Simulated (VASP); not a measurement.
# Ge (Cmcm) in VASP: single point with r2SCAN

Aim: the single point of Ge with r2SCAN.

Program: VASP 6.6.1. These are calculated values, not measurements. Logs are shortened: lines on timing, memory, paths and dates and some standing lists are left out, and cuts for length are marked.

## (1) The cell of the first run

The structure is orthorhombic, space group Cmcm (No. 63). The conventional cell has a = 3.876 Å, b = 6.921 Å, c = 6.603 Å, α = 90.00°, β = 90.00°, γ = 90.00°. Ge (site symmetry m) has 4 Ge at 2.40 to 2.47 Å within 3.2 Å.

## (2) Single point, r2SCAN (strain -0.0300 x Voigt [1, 0, 0, 0, 0, 0])

POSCAR reads:

```
Ge
1.0
    3.8757792410      0.0000000000      0.0000000000
   -1.9378896205      3.4603332806      0.0000000000
    0.0000000000      0.0000000000      6.6027109850
Ge
4
Direct
    0.6666666667      0.3333333333      0.0629814343
    0.3333333333      0.6666666667      0.5629814343
    0.6666666667      0.3333333333      0.4370185657
    0.3333333333      0.6666666667      0.9370185657
```

INCAR.step1 reads:

```
SYSTEM = Ge
  PREC = Accurate
  ENCUT = 520
  ISMEAR = 0
  SIGMA = 0.03
  LREAL = .FALSE.
  LASPH = .TRUE.
  NELM = 80
  NBANDS = 36
  GGA = PE
  ALGO = Normal
  EDIFF = 1E-4
  LWAVE = .TRUE.
  LCHARG = .FALSE.
```

INCAR.step2 reads:

```
SYSTEM = Ge
  PREC = Accurate
  ENCUT = 520
  EDIFF = 1E-6
  ISMEAR = 0
  SIGMA = 0.03
  LREAL = .FALSE.
  LASPH = .TRUE.
  NELM = 80
  ALGO = Normal
  ISIF = 2
  LWAVE = .FALSE.
  LCHARG = .TRUE.
  METAGGA = R2SCAN
  LMIXTAU = .TRUE.
  LELF = .TRUE.
  LVHAR = .TRUE.
  NBANDS = 36
  ISTART = 1
```

KPOINTS reads:

```
regular mesh
0
G
  12 12 6
  0 0 0
```

Potentials or basis: VASP PAW PBE potentials, release 64 (Ge_d).

Launch:

```
$ cat potpaw_PBE.64/Ge_d/POTCAR > POTCAR
$ cp INCAR.step1 INCAR
$ mpirun -np 1 vasp_std > vasp.out
$ cp INCAR.step2 INCAR
$ mpirun -np 1 vasp_std > vasp.out
```

OUTCAR:

```text
SYSTEM = Ge
   PREC = Accurate
   ENCUT = 520
   EDIFF = 1E-6
   ISMEAR = 0
   LREAL = .FALSE.
   LASPH = .TRUE.
   NELM = 80
   ISIF = 2
   METAGGA = R2SCAN
   ISTART = 1

 ion  position               nearest neighbor table
   1  0.667  0.333  0.063-   4 2.40   4 2.40   4 2.45   3 2.47
   2  0.333  0.667  0.563-   3 2.40   3 2.40   3 2.45   4 2.47
   3  0.667  0.333  0.437-   2 2.40   2 2.40   2 2.45   1 2.47
   4  0.333  0.667  0.937-   1 2.40   1 2.40   1 2.45   2 2.47

  LATTYP: Found a base centered orthorhombic cell.
 ALAT       =     3.8757792410
 B/A-ratio  =     1.7856193893
 C/A-ratio  =     1.7035828344

  Lattice vectors:

 A1 = (   1.9378896205,  -3.4603332806,   0.0000000000)
 A2 = (   1.9378896205,   3.4603332806,   0.0000000000)
 A3 = (   0.0000000000,   0.0000000000,   6.6027109850)

Analysis of symmetry for initial positions (statically):
=====================================================================
 Subroutine PRICEL returns:
 Original cell was already a primitive cell.

 Routine SETGRP: Setting up the symmetry group for a
 base centered orthorhombic supercell.

 Subroutine GETGRP returns: Found  8 space group operations
 (whereof  4 operations were pure point group operations)
 out of a pool of  8 trial point group operations.

The static configuration has the point symmetry C_2h.
 The point group associated with its full space group is D_2h.

Analysis of symmetry for dynamics (positions and initial velocities):
=====================================================================
 Subroutine PRICEL returns:
 Original cell was already a primitive cell.

 Routine SETGRP: Setting up the symmetry group for a
 base centered orthorhombic supercell.

 Subroutine GETGRP returns: Found  8 space group operations
 (whereof  4 operations were pure point group operations)
 out of a pool of  8 trial point group operations.

The dynamic configuration has the point symmetry C_2h.
 The point group associated with its full space group is D_2h.

 Subroutine INISYM returns: Found  8 space group operations
 (whereof  4 operations are pure point group operations),
 and found     1 'primitive' translations

----------------------------------------------------------------------------------------

                                     Primitive cell

  volume of cell :      88.5522

  direct lattice vectors                    reciprocal lattice vectors
     3.875779241  0.000000000  0.000000000     0.258012631  0.144494752  0.000000000
    -1.937889621  3.460333281  0.000000000     0.000000000  0.288989504  0.000000000
     0.000000000  0.000000000  6.602710985     0.000000000  0.000000000  0.151452941

  length of vectors
     3.875779241  3.966021003  6.602710985     0.295718196  0.288989504  0.151452941

  position of ions in fractional coordinates (direct lattice)
     0.666666667  0.333333333  0.062981434
     0.333333333  0.666666667  0.562981434
     0.666666667  0.333333333  0.437018566
     0.333333333  0.666666667  0.937018566

  ion indices of the primitive-cell ions
   primitive index   ion index
                 1           1
                 2           2
                 3           3
                 4           4

----------------------------------------------------------------------------------------

 KPOINTS: regular mesh

Automatic generation of k-mesh.
 Grid dimensions read from file:
 generate k-points for:   12   12    6

 Generating k-lattice:

  Cartesian coordinates                     Fractional coordinates (reciprocal lattice)
     0.021501053  0.012041229  0.000000000     0.083333333  0.000000000  0.000000000
     0.000000000  0.024082459  0.000000000     0.000000000  0.083333333  0.000000000
     0.000000000  0.000000000  0.025242157     0.000000000  0.000000000  0.166666667

  Length of vectors
     0.024643183  0.024082459  0.025242157

  Shift w.r.t. Gamma in fractional coordinates (k-lattice)
     0.000000000  0.000000000  0.000000000

 Subroutine IBZKPT returns following result:
 ===========================================

 Found    172 irreducible k-points:

 Following reciprocal coordinates:
            Coordinates               Weight
  0.000000  0.000000  0.000000      1.000000
  0.083333 -0.000000  0.000000      4.000000
  0.166667 -0.000000  0.000000      4.000000
  0.250000  0.000000  0.000000      4.000000
  0.333333 -0.000000  0.000000      4.000000
  0.416667  0.000000  0.000000      4.000000
[... 16 lines left out ...]
  0.333333  0.166667  0.000000      4.000000
  0.416667  0.166667  0.000000      4.000000
 [... further k-points ...]
   k-points           NKPTS =    172   k-points in BZ     NKDIM =    172   number of bands    NBANDS=     36
   number of dos      NEDOS =    301   number of ions     NIONS =      4
   total plane-waves  NPLWV =  45000
   dimension x,y,z NGX =    30 NGY =   30 NGZ =   50
   dimension x,y,z NGXF=    60 NGYF=   60 NGZF=  100
   ions per type =               4
   NGX,Y,Z   is equivalent  to a cutoff of  12.87, 12.58, 12.59 a.u.
   NGXF,Y,Z  is equivalent  to a cutoff of  25.74, 25.15, 25.18 a.u.
 SYSTEM =  Ge
   PREC   = accura    normal or accurate (medium, high low for compatibility)
   ISTART =      1    job   : 0-new  1-cont  2-samecut
   ICHARG =      0    charge: 1-file 2-atom 10-const
   ISPIN  =      1    spin polarized calculation?
   LNONCOLLINEAR =      F non collinear calculations
   LSORBIT =      F    spin-orbit coupling
   LASPH  =      T    aspherical Exc in radial PAW
   ENCUT  =  520.0 eV  38.22 Ry    6.18 a.u.   7.21  7.37 12.28*2*pi/ulx,y,z
   NELM   =     80;   NELMIN=  2; NELMDL=  0     # of ELM steps
   EDIFF  = 0.1E-05   stopping-criterion for ELM
   LREAL  =      F    real-space projection
   EDIFFG = 0.1E-04   stopping-criterion for IOM
   NSW    =      0    number of steps for IOM
   IBRION =     -1    ionic relax: 0-MD 1-quasi-New 2-CG
   NFREE  =      0    steps in history (QN), initial steepest desc. (CG)
   ISIF   =      2    stress and relaxation
   ISYM   =      2    0-nonsym 1-usesym 2-fastsym
   POTIM  = 0.5000    time-step for ionic-motion
   TEBEG  =    0.0;   TEEND  =   0.0 temperature during run
   PSTRESS=    0.0 pullay stress
   NELECT =      56.0000    total number of electrons
   NUPDOWN=      -1.0000    fix difference up-down
   EMIN   =  10.00;   EMAX   =-10.00  energy-range for DOS
   EFERMI =   0.00;   METHOD = LEGACY
   ISMEAR =     0;   SIGMA  =   0.03  broadening in eV -4-tet -1-fermi 0-gaus
   EFERMI_NEDOS =   21; number of points for ismear=-14 and -15
   IALGO  =     38    algorithm
   IMIX   =      4    mixing-type and parameters
     AMIX     =   0.40;   BMIX     =  1.00
     AMIX_MAG =   1.60;   BMIX_MAG =  1.00
  volume/ion in A,a.u.               =      22.14       149.39
  Fermi-wavevector in a.u.,A,eV,Ry     =   1.405199  2.655441 26.865840  1.974584
  Thomas-Fermi vector in A             =   2.527684
   LORBIT       =      0    0 simple, 1 ext, 2 COOP (PROOUT), +10 PAW based schemes
   METAGGA = R2SCAN    functional components
   LHFCALC =     F    Hartree Fock is set to
   AEXX    =    0.0000 exact exchange contribution
   IVDW    =     0    specifies the selected vdW correction
   LEPSILON=     F    determine dielectric tensor
   LRPA    =     F    only Hartree local field effects (RPA)
 non-spin polarized calculation
 Gauss-broadening in eV      SIGMA  =   0.03
  energy-cutoff  :      520.00
  volume of cell :       88.55
 maximum number of plane-waves:      2413
 NGX is ok and might be reduce to    30
   NGX = 15   NGY = 15   NGZ = 25

 number of electron      56.0000001 magnetization

 Free energy of the ion-electron system (eV)
  ---------------------------------------------------
  ext. energy  EPLUGINS =         0.00000000
  ---------------------------------------------------
  free energy    TOTEN  =       -55.36756746 eV

  energy without entropy =      -55.36756746  energy(sigma->0) =      -55.36756746

 E-fermi :   5.3890     XC(G=0): -10.9334

 val. band max:        5.2833318615   @ k =   0.0000   0.0000   0.0000
 cond. band min:       5.4943765943   @ k =   0.0000   0.0000   0.0000
 fundamental gap:      0.2110447328
 Fermi energy:         5.3889957209

 k-point     1 :       0.0000    0.0000    0.0000
  band No.  band energies     occupation
      1     -20.5639      2.00000
      2     -20.5412      2.00000
      3     -20.5250      2.00000
      4     -20.4980      2.00000
      5     -20.4911      2.00000
      6     -20.4861      2.00000
[... 28 lines left out ...]
     35      10.1378      0.00000
     36      11.9168      0.00000

 k-point     2 :       0.0833   -0.0000    0.0000
  band No.  band energies     occupation
      1     -20.5667      2.00000
      2     -20.5436      2.00000
      3     -20.5251      2.00000
      4     -20.5005      2.00000
      5     -20.4992      2.00000
      6     -20.4795      2.00000
[... 28 lines left out ...]
     35      10.2824      0.00000
     36      12.2335      0.00000

 k-point     3 :       0.1667   -0.0000    0.0000
  band No.  band energies     occupation
      1     -20.5716      2.00000
      2     -20.5482      2.00000
      3     -20.5249      2.00000
      4     -20.5107      2.00000
      5     -20.5046      2.00000
      6     -20.4689      2.00000
[... 28 lines left out ...]
     35      11.2456      0.00000
     36      11.3621      0.00000
[... 742 lines left out ...]
 k-point    23 :       0.3333    0.1667    0.0000
  band No.  band energies     occupation
      1     -20.5757      2.00000
      2     -20.5590      2.00000
      3     -20.5469      2.00000
      4     -20.5424      2.00000
      5     -20.4614      2.00000
      6     -20.4356      2.00000
[... 28 lines left out ...]
     35      12.6016      0.00000
     36      13.1346      0.00000

 k-point    24 :       0.4167    0.1667    0.0000
  band No.  band energies     occupation
      1     -20.5711      2.00000
      2     -20.5598      2.00000
      3     -20.5478      2.00000
      4     -20.5454      2.00000
      5     -20.4560      2.00000
      6     -20.4245      2.00000
[... 28 lines left out ...]
     35      12.8961      0.00000
     36      13.5916      0.00000

 [... further k-points ...]

------------------------ aborting loop because EDIFF is reached ----------------------------------------

  FORCE on cell =-STRESS in cart. coord.  units (eV):
  Direction    XX          YY          ZZ          XY          YZ          ZX
  --------------------------------------------------------------------------------------
  -------------------------------------------------------------------------------------
  Total        3.3207921      0.5569491      0.2065004      0.0000000      0.0000000      0.0000000
  in kB       60.0831946     10.0768975      3.7362187      0.0000000      0.0000000      0.0000000
  external PRESSURE =      24.6321036 kB  Pullay stress =       0.0000000 kB

 VOLUME and BASIS-vectors are now :
 -----------------------------------------------------------------------------
  energy-cutoff  :      520.00
  volume of cell :       88.55
      direct lattice vectors                 reciprocal lattice vectors
     3.875779241  0.000000000  0.000000000     0.258012631  0.144494752  0.000000000
    -1.937889621  3.460333281  0.000000000     0.000000000  0.288989504  0.000000000
     0.000000000  0.000000000  6.602710985     0.000000000  0.000000000  0.151452941

 POSITION                                       TOTAL-FORCE (eV/Angst)
 -----------------------------------------------------------------------------------
      1.93789      1.15344      0.41585        -0.000000     -0.245798      0.167912
     -0.00000      2.30689      3.71720         0.000000      0.245798      0.167912
      1.93789      1.15344      2.88551        -0.000000     -0.245798     -0.167912
     -0.00000      2.30689      6.18686         0.000000      0.245798     -0.167912
 -----------------------------------------------------------------------------------
    total drift:                                0.000000     -0.000000      0.000000

  FREE ENERGIE OF THE ION-ELECTRON SYSTEM (eV)
  ---------------------------------------------------
  free  energy   TOTEN  =       -55.3675674612 eV

  energy  without entropy=      -55.3675674611  energy(sigma->0) =      -55.36756746
```

Wall time 21 min (1 thread of Oxide Virtual Turin-like, shared host); peak memory 0.45 GiB.

What came out:

```
Free energy            : -55.3676 eV
Pressure               : 2.5 GPa
Largest force          : 0.298 eV/Å
Band gap on the k mesh : 0.21 eV
```

Forces in eV/Å, atoms in the order of the input:
```
Ge   0.000 -0.246  0.168
Ge   0.000  0.246  0.168
Ge   0.000 -0.246 -0.168
Ge   0.000  0.246 -0.168
```

Caveat: the cell differs from its parent crystal (strain -0.0300 x Voigt [1, 0, 0, 0, 0, 0]); the PAW data sets were made with another functional, which shifts forces and pressure a little. A k mesh can miss the band edges.
